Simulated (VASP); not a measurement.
SnSe (rocksalt type):

```xyz
2
Lattice="0.0000 2.6454 2.6454 2.6454 0.0000 2.6454 2.6454 2.6454 0.0000" Properties=species:S:1:pos:R:3 pbc="T T T"
Sn    0.0000    0.0000    0.0000
Se    2.6454    2.6454    2.6454
```

| Quantity | Value |
| --- | --- |
| Program | VASP 6.6.1 |
| Task | relaxation of cell and atoms |
| Functional | PBEsol |
| Potentials or basis | VASP PAW PBE potentials, release 64 (Sn_d, Se) |
| Cutoff | 600 eV |
| k mesh | 14 × 14 × 14 |
| Occupations | fermi-dirac, width 0.08 eV |
| Spin | no spin polarisation |

At the start: pressure 42.0 GPa; volume 18.51 Å³/atom.

Question: How do energy, volume and symmetry change on relaxing?

Answer: Over 19 steps the energy falls by 746.3 meV/atom and the volume is 26.34 Å³/atom (+42.3 %); space group Fm-3m (No. 225, to 0.1 Å) before and after.

Step by step:
```tsv
step	energy change (eV)	largest force (eV/Å)	pressure (GPa)	volume (Å³)
1	0.0000	0.0000	42.04	37.03
2	-0.9175	0.0000	-8.53	69.64
3	-1.4926	0.0000	-0.06	52.77
4	-1.4924	0.0000	0.26	52.42
5	-1.4924	0.0000	0.31	52.42
6	-1.4924	0.0000	0.27	52.43
7	-1.4924	0.0000	0.28	52.43
8	-1.4924	0.0000	0.28	52.43
9	-1.4924	0.0000	0.29	52.43
10	-1.4924	0.0000	0.29	52.43
11	-1.4924	0.0000	0.29	52.43
12	-1.4924	0.0000	0.29	52.43
13	-1.4924	0.0000	0.30	52.43
14	-1.4924	0.0000	0.26	52.44
15	-1.4924	0.0000	0.26	52.45
16	-1.4925	0.0000	0.23	52.48
17	-1.4925	0.0000	0.16	52.53
18	-1.4926	0.0000	0.04	52.64
19	-1.4926	0.0000	0.01	52.67
```

Final structure:
```
CELL_PARAMETERS angstrom
0.00000 2.97523 2.97523
2.97523 0.00000 2.97523
2.97523 2.97523 0.00000
ATOMIC_POSITIONS crystal
Sn 0.00000 0.00000 0.00000
Se 0.50000 0.50000 0.50000
```

Caveat: the volume moved by over 15 % at a fixed basis, so the end points are rough; the PAW data sets were made with another functional, which shifts forces and pressure a little.
